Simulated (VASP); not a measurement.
Here is a VASP 6.6.1 calculation.

File INCAR:

```
PREC = Accurate ; ENCUT = 520
EDIFF = 1E-7 ; ISMEAR = 0
SIGMA = 0.01 ; LREAL = F
LASPH = T ; NELM = 80
ALGO = Normal ; ISIF = 2
LWAVE = F ; LCHARG = T
GGA = PS ; LELF = T
LVHAR = T ; NBANDS = 54
```

File KPOINTS:

```
Automatic mesh
0
Gamma
  4 4 4
```

Contents of POSCAR:

```
Cs2AgBiBr6
1.0
    0.0000000000      5.6161000000      5.6161000000
    5.6161000000      0.0000000000      5.6161000000
    5.6161000000      5.6161000000      0.0000000000
Bi Cs Ag Br
1 2 1 6
Direct
    0.0000000000      0.0000000000      0.0000000000
    0.7500000000      0.7500000000      0.7500000000
    0.2500000000      0.2500000000      0.2500000000
    0.5000000000      0.5000000000      0.5000000000
    0.7494500000      0.7494500000      0.2505500000
    0.2505500000      0.2505500000      0.7494500000
    0.7494500000      0.2505500000      0.2505500000
    0.7494500000      0.2505500000      0.7494500000
    0.2505500000      0.7494500000      0.7494500000
    0.2505500000      0.7494500000      0.2505500000
```

Potentials or basis: VASP PAW PBE potentials, release 64 (Bi_d, Cs_sv, Ag, Br).

Launch:

```bash
$ cat potpaw_PBE.64/Bi_d/POTCAR potpaw_PBE.64/Cs_sv/POTCAR potpaw_PBE.64/Ag/POTCAR potpaw_PBE.64/Br/POTCAR > POTCAR
$ mpirun -np 1 vasp_std > vasp.out
```

**Question.** What does it give for the band gap on the k mesh?

**Answer.** 1.17 eV (least direct gap 2.39 eV).

**Question.** Estimate the pressure.

**Answer.** 0.0 GPa.

**Question.** Estimate the largest force.

**Answer.** 0.308 eV/Å.

Forces in eV/Å, atoms in the order of the input:
```
Bi   0.000  0.000  0.000
Cs   0.000  0.000  0.000
Cs   0.000  0.000  0.000
Ag   0.000  0.000  0.000
Br   0.000  0.000 -0.308
Br   0.000  0.000  0.308
Br   0.308  0.000  0.000
Br   0.000 -0.308  0.000
Br  -0.308  0.000  0.000
Br   0.000  0.308  0.000
```

Caveat: the PAW data sets were made with another functional, which shifts forces and pressure a little; spin-orbit coupling is left out, which moves the levels of the heavy elements. A k mesh can miss the band edges.
